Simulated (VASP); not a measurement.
# MoS2 (P6_3/mmc) in VASP: notebook

Runs on MoS2. Level: PBEsol. Tasks: single point.

All numbers are computed with VASP 6.6.1; they aren't measurements. Logs are shortened: lines on timing, memory, paths and dates and some standing lists are left out, and cuts for length are marked.

**The experiment to reproduce.**

From “Multiwavelength excitation Raman Scattering Analysis of bulk and 2 dimensional MoS2: Vibrational properties of atomically thin MoS2 layers”, 2015, arxiv:1506.03228, for a bulk crystal of MoS2 at 300 K: band gap 1.3 eV (indirect).

How close the calculation comes is told below.

### Step 1. The cell of the first run

It takes space group P6_3/mmc (No. 194, hexagonal). The conventional cell has a = 3.016 Å, b = 3.016 Å, c = 12.068 Å, α = 90.00°, β = 90.00°, γ = 120.00°. Within 3.0 Å of Mo (site symmetry -6m2) lie 6 S at 2.30 Å. S (site symmetry 3m) has 3 Mo at 2.30 Å and 1 S at 2.99 Å within 3.0 Å.

### Step 2. Single point, PBEsol

Input file INCAR:

```
PREC = Accurate
ENCUT = 520
EDIFF = 1E-6
ISMEAR = 1
SIGMA = 0.128
LREAL = F
LASPH = T
NELM = 100
ALGO = Normal
ISIF = 2
LWAVE = F
LCHARG = T
GGA = PS
LELF = T
LVHAR = T
NBANDS = 35
```

Input file KPOINTS:

```
Automatic mesh
0
Gamma
  12 12 2
```

Input file POSCAR:

```
MoS2
1.0
    3.0160000000      0.0000000000      0.0000000000
   -1.5080000000      2.6119326178      0.0000000000
    0.0000000000      0.0000000000     12.0675000000
Mo S
2 4
Direct
    0.3333333333      0.6666666667      0.2500000000
    0.6666666667      0.3333333333      0.7500000000
    0.3333333333      0.6666666667      0.6259932117
    0.6666666667      0.3333333333      0.1259932117
    0.3333333333      0.6666666667      0.8740067883
    0.6666666667      0.3333333333      0.3740067883
```

Potentials or basis: VASP PAW PBE potentials, release 64 (Mo_sv, S).

On the command line:

```
$ cat potpaw_PBE.64/Mo_sv/POTCAR potpaw_PBE.64/S/POTCAR > POTCAR
$ mpirun -np 1 vasp_std > vasp.out
```

OUTCAR:

```text
PREC = Accurate
   ENCUT = 520
   EDIFF = 1E-6
   ISMEAR = 1
   LREAL = F
   LASPH = T
   NELM = 100
   ISIF = 2
   GGA = PS

 ion  position               nearest neighbor table
   1  0.333  0.667  0.250-   4 2.30   6 2.30   4 2.30   6 2.30   4 2.30   6 2.30
   2  0.667  0.333  0.750-   3 2.30   5 2.30   3 2.30   5 2.30   3 2.30   5 2.30
   3  0.333  0.667  0.626-   2 2.30   2 2.30   2 2.30
   4  0.667  0.333  0.126-   1 2.30   1 2.30   1 2.30
   5  0.333  0.667  0.874-   2 2.30   2 2.30   2 2.30
   6  0.667  0.333  0.374-   1 2.30   1 2.30   1 2.30

  LATTYP: Found a hexagonal cell.
 ALAT       =     3.0160000000
 C/A-ratio  =     4.0011604775

  Lattice vectors:

 A1 = (   3.0160000000,   0.0000000000,   0.0000000000)
 A2 = (  -1.5080000000,   2.6119326178,   0.0000000000)
 A3 = (   0.0000000000,   0.0000000000,  12.0675000000)

Analysis of symmetry for initial positions (statically):
=====================================================================
 Subroutine PRICEL returns:
 Original cell was already a primitive cell.

 Routine SETGRP: Setting up the symmetry group for a
 hexagonal supercell.

 Subroutine GETGRP returns: Found 24 space group operations
 (whereof 12 operations were pure point group operations)
 out of a pool of 24 trial point group operations.

The static configuration has the point symmetry D_3d.
 The point group associated with its full space group is D_6h.

Analysis of symmetry for dynamics (positions and initial velocities):
=====================================================================
 Subroutine PRICEL returns:
 Original cell was already a primitive cell.

 Routine SETGRP: Setting up the symmetry group for a
 hexagonal supercell.

 Subroutine GETGRP returns: Found 24 space group operations
 (whereof 12 operations were pure point group operations)
 out of a pool of 24 trial point group operations.

The dynamic configuration has the point symmetry D_3d.
 The point group associated with its full space group is D_6h.

 Subroutine INISYM returns: Found 24 space group operations
 (whereof 12 operations are pure point group operations),
 and found     1 'primitive' translations

----------------------------------------------------------------------------------------

                                     Primitive cell

  volume of cell :      95.0628

  direct lattice vectors                    reciprocal lattice vectors
     3.016000000  0.000000000  0.000000000     0.331564987  0.191429134  0.000000000
[... 99 lines left out ...]
   NFREE  =      0    steps in history (QN), initial steepest desc. (CG)
   ISIF   =      2    stress and relaxation
   ISYM   =      2    0-nonsym 1-usesym 2-fastsym
   POTIM  = 0.5000    time-step for ionic-motion
   TEBEG  =    0.0;   TEEND  =   0.0 temperature during run
   PSTRESS=    0.0 pullay stress
   NELECT =      52.0000    total number of electrons
   NUPDOWN=      -1.0000    fix difference up-down
   EMIN   =  10.00;   EMAX   =-10.00  energy-range for DOS
   EFERMI =   0.00;   METHOD = LEGACY
   ISMEAR =     1;   SIGMA  =   0.13  broadening in eV -4-tet -1-fermi 0-gaus
   EFERMI_NEDOS =   21; number of points for ismear=-14 and -15
   IALGO  =     38    algorithm
   IMIX   =      4    mixing-type and parameters
     AMIX     =   0.40;   BMIX     =  1.00
     AMIX_MAG =   1.60;   BMIX_MAG =  1.00
  volume/ion in A,a.u.               =      15.84       106.92
  Fermi-wavevector in a.u.,A,eV,Ry     =   1.338872  2.530101 24.389509  1.792578
  Thomas-Fermi vector in A             =   2.467308
   LORBIT       =      0    0 simple, 1 ext, 2 COOP (PROOUT), +10 PAW based schemes
   GGA     = PS    functional components
   LHFCALC =     F    Hartree Fock is set to
   AEXX    =    0.0000 exact exchange contribution
   IVDW    =     0    specifies the selected vdW correction
   LEPSILON=     F    determine dielectric tensor
   LRPA    =     F    only Hartree local field effects (RPA)
 non-spin polarized calculation
 Methfessel and Paxton  Order N= 1 SIGMA  =   0.13
  energy-cutoff  :      520.00
  volume of cell :       95.06
 maximum number of plane-waves:      2590
 NGX is ok and might be reduce to    24
   NGX = 11   NGY = 11   NGZ = 45

 number of electron      52.0000004 magnetization

 Free energy of the ion-electron system (eV)
  ---------------------------------------------------
  ext. energy  EPLUGINS =         0.00000000
  ---------------------------------------------------
  free energy    TOTEN  =       -46.05117185 eV

  energy without entropy =      -46.05122103  energy(sigma->0) =      -46.05118824

 E-fermi :   9.1238     XC(G=0): -11.5391

 val. band max:        9.0239888146   @ k =   0.0000   0.0000   0.0000
 cond. band min:       9.9201074469   @ k =   0.1667   0.1667   0.0000
 fundamental gap:      0.8961186322
 Fermi energy:         9.1238305518

 k-point     1 :       0.0000    0.0000    0.0000
  band No.  band energies     occupation
      1     -52.2853      2.00000
      2     -52.2853      2.00000
      3     -26.6512      2.00000
      4     -26.6510      2.00000
      5     -26.2020      2.00000
      6     -26.2020      2.00000
[... 901 lines left out ...]
     34      13.1907      0.00000
     35      15.7938      0.00000

 [... further k-points ...]

------------------------ aborting loop because EDIFF is reached ----------------------------------------

  FORCE on cell =-STRESS in cart. coord.  units (eV):
  Direction    XX          YY          ZZ          XY          YZ          ZX
  --------------------------------------------------------------------------------------
  -------------------------------------------------------------------------------------
  Total       14.0870716     14.0870716     15.3858305      0.0000000      0.0000000      0.0000000
  in kB      237.4218528    237.4218528    259.3109836      0.0000000      0.0000000      0.0000000
  external PRESSURE =     244.7182297 kB  Pullay stress =       0.0000000 kB

 VOLUME and BASIS-vectors are now :
 -----------------------------------------------------------------------------
  energy-cutoff  :      520.00
  volume of cell :       95.06
      direct lattice vectors                 reciprocal lattice vectors
     3.016000000  0.000000000  0.000000000     0.331564987  0.191429134  0.000000000
    -1.508000000  2.611932618  0.000000000     0.000000000  0.382858269  0.000000000
     0.000000000  0.000000000 12.067500000     0.000000000  0.000000000  0.082867205

 POSITION                                       TOTAL-FORCE (eV/Angst)
 -----------------------------------------------------------------------------------
     -0.00000      1.74129      3.01688         0.000000      0.000000     -0.000000
      1.50800      0.87064      9.05063         0.000000     -0.000000     -0.000000
     -0.00000      1.74129      7.55417        -0.000000      0.000000     -2.454649
      1.50800      0.87064      1.52042        -0.000000      0.000000     -2.454649
     -0.00000      1.74129     10.54708         0.000000     -0.000000      2.454649
      1.50800      0.87064      4.51333         0.000000      0.000000      2.454649
 -----------------------------------------------------------------------------------
    total drift:                               -0.000000      0.000000     -0.000000

  FREE ENERGIE OF THE ION-ELECTRON SYSTEM (eV)
  ---------------------------------------------------
  free  energy   TOTEN  =       -46.0511718503 eV

  energy  without entropy=      -46.0512210253  energy(sigma->0) =      -46.05118824
```

OSZICAR:

```text
N       E                     dE             d eps       ncg     rms          rms(c)
DAV:   1     0.462759712103E+03    0.46276E+03   -0.29680E+04  2836   0.143E+03
DAV:   2    -0.252144144619E+02   -0.48797E+03   -0.47193E+03  3124   0.384E+02
DAV:   3    -0.480962010541E+02   -0.22882E+02   -0.22500E+02  3285   0.774E+01
DAV:   4    -0.485244388966E+02   -0.42824E+00   -0.42656E+00  3164   0.107E+01
DAV:   5    -0.485321378503E+02   -0.76990E-02   -0.76963E-02  3142   0.142E+00    0.486E+01
DAV:   6    -0.464647429294E+02    0.20674E+01   -0.79072E+00  2888   0.185E+01    0.163E+01
DAV:   7    -0.462599388563E+02    0.20480E+00   -0.29912E+00  2826   0.102E+01    0.970E+00
DAV:   8    -0.460528479187E+02    0.20709E+00   -0.64443E-01  2892   0.537E+00    0.330E+00
DAV:   9    -0.460581582113E+02   -0.53103E-02   -0.66214E-02  3106   0.123E+00    0.165E+00
DAV:  10    -0.460515723995E+02    0.65858E-02   -0.38705E-02  2918   0.125E+00    0.395E-01
DAV:  11    -0.460511932666E+02    0.37913E-03   -0.29593E-03  2891   0.366E-01    0.864E-02
DAV:  12    -0.460511737464E+02    0.19520E-04   -0.18727E-04  3029   0.789E-02    0.866E-02
DAV:  13    -0.460511721944E+02    0.15520E-05   -0.50994E-05  2913   0.359E-02    0.390E-02
DAV:  14    -0.460511718503E+02    0.34415E-06   -0.18575E-06  2185   0.753E-03
   1 F= -.46051172E+02 E0= -.46051188E+02  d E =0.491751E-04
```

stdout:

```text
POSCAR found type information on POSCAR MoS
 POSCAR found :  2 types and       6 ions
 scaLAPACK will be used
 -----------------------------------------------------------------------------
|                                                                             |
|                                                                             |
|     You enforced a specific xc type in the INCAR file but a different       |
|     I HOPE YOU KNOW WHAT YOU ARE DOING!                                     |
|                                                                             |
 -----------------------------------------------------------------------------

 LDA part: xc-table for (Slater+PW92), standard interpolation
 POSCAR, INCAR and KPOINTS ok, starting setup
 FFT: planning ... GRIDC
 FFT: planning ... GRID_SOFT
 FFT: planning ... GRID
 WAVECAR not read
 entering main loop
```

Wall time 49 s (1 thread of Intel Xeon 6975P-C (Granite Rapids), shared host); peak memory 0.27 GiB.

What came out:

```
Free energy            : -46.0512 eV
Pressure               : 24.5 GPa
Largest force          : 2.455 eV/Å
Band gap on the k mesh : 0.90 eV, indirect (least direct gap 2.04 eV)
```

Forces in eV/Å, atoms in the order of the input:
```
Mo   0.000  0.000  0.000
Mo   0.000  0.000  0.000
S    0.000  0.000 -2.455
S    0.000  0.000 -2.455
S    0.000  0.000  2.455
S    0.000  0.000  2.455
```

Stress tensor (GPa, compression positive):
```
23.74  0.00  0.00
 0.00 23.74  0.00
 0.00  0.00 25.93
```

Levels at points of the mesh, in eV from the valence-band top:
| k point | band 22 | band 23 | band 24 | band 25 | band 26 | band 27 | band 28 | band 29 | band 30 | band 31 |
| --- | --- | --- | --- | --- | --- | --- | --- | --- | --- | --- |
| (0.00, 0.00, 0.00) | -2.40 | -2.40 | -1.59 | -1.43 | 0.00 | 2.49 | 2.49 | 2.50 | 2.50 | 2.88 |
| (0.50, 0.00, 0.00) | -2.76 | -1.70 | -1.57 | -1.51 | -1.50 | 2.03 | 2.07 | 2.41 | 2.79 | 3.19 |
| (0.00, 0.00, 0.50) | -2.41 | -2.41 | -2.41 | -0.38 | -0.38 | 2.49 | 2.49 | 2.49 | 2.49 | 2.97 |
| (0.50, 0.00, 0.50) | -2.89 | -1.61 | -1.61 | -1.53 | -1.53 | 2.05 | 2.05 | 2.61 | 2.61 | 3.52 |

Caveat: the PAW data sets were made with another functional, which shifts forces and pressure a little; this functional lacks dispersion, which binds the layers, so the pressure and a relaxed spacing across them are unreliable.

### Step 3. Single point, PBEsol

This run uses another cell than the first one, of 17.70 Å³/atom, 1.117 times its volume.

Input file INCAR:

```
SYSTEM = MoS2
PREC     = Accurate       ! precision mode
ENCUT    = 520            ! plane-wave cutoff, eV
EDIFF    = 1E-6           ! SCF threshold, eV
ISMEAR   = 1              ! smearing method
SIGMA    = 0.2            ! smearing width, eV
LREAL    = .False.        ! projectors in reciprocal space
LASPH    = .True.         ! aspherical terms in the spheres
NELM     = 60             ! most SCF steps
ALGO     = Normal         ! electronic algorithm
ISIF     = 2              ! what is computed and relaxed
LWAVE    = .False.        ! write WAVECAR
LCHARG   = .False.        ! write CHGCAR
GGA      = PS             ! functional
NBANDS   = 35             ! bands
```

Input file KPOINTS:

```
Automatic mesh
0
Gamma
  12 12 2
  0 0 0
```

Changes to POSCAR since step 2:

```diff
@@ -2,5 +2,5 @@
 1.0
-    3.0160000000      0.0000000000      0.0000000000
-   -1.5080000000      2.6119326178      0.0000000000
-    0.0000000000      0.0000000000     12.0675000000
+    3.2045000000      0.0000000000      0.0000000000
+   -1.6022500000      2.7751784064      0.0000000000
+    0.0000000000      0.0000000000     11.9418000000
 Mo S
```

Potentials or basis: VASP PAW PBE potentials, release 64 (Mo_sv, S).

On the command line:

```
$ cat potpaw_PBE.64/Mo_sv/POTCAR potpaw_PBE.64/S/POTCAR > POTCAR
$ mpirun -np 1 vasp_std > vasp.out
```

Run time: 1.8 min. Hardware: 1 thread of Intel Xeon Platinum 8259CL at 2.50GHz (Skylake/Cascade Lake), shared host; peak memory 0.27 GiB.

The run converged. Its results:

| Quantity | Value |
| --- | --- |
| Free energy | -46.6944 eV |
| Pressure | 2.6 GPa |
| Largest force | 1.131 eV/Å |

Forces in eV/Å, atoms in the order of the input:
```
Mo   0.000  0.000  0.000
Mo   0.000  0.000  0.000
S    0.000  0.000 -1.131
S    0.000  0.000 -1.131
S    0.000  0.000  1.131
S    0.000  0.000  1.131
```

Stress tensor (GPa, compression positive):
```
-1.59  0.00  0.00
 0.00 -1.59  0.00
 0.00  0.00 11.06
```

Levels at points of the mesh, in eV from the Fermi level:
```tsv
k point	band 22	band 23	band 24	band 25	band 26	band 27	band 28	band 29	band 30	band 31
(0.00, 0.00, 0.00)	-3.01	-3.01	-1.28	-1.26	-0.11	1.56	1.56	1.57	1.57	1.94
(0.50, 0.00, 0.00)	-2.68	-2.55	-2.35	-1.96	-1.73	0.89	0.95	1.41	1.58	2.50
(0.00, 0.00, 0.50)	-3.04	-2.75	-2.75	-0.36	-0.36	1.56	1.56	1.56	1.56	2.05
(0.50, 0.00, 0.50)	-2.85	-2.45	-2.45	-1.82	-1.82	0.92	0.92	1.50	1.50	2.85
```

Caveat: the PAW data sets were made with another functional, which shifts forces and pressure a little; this functional lacks dispersion, which binds the layers, so the pressure and a relaxed spacing across them are unreliable.

(Part 1 of 2 ends here.)
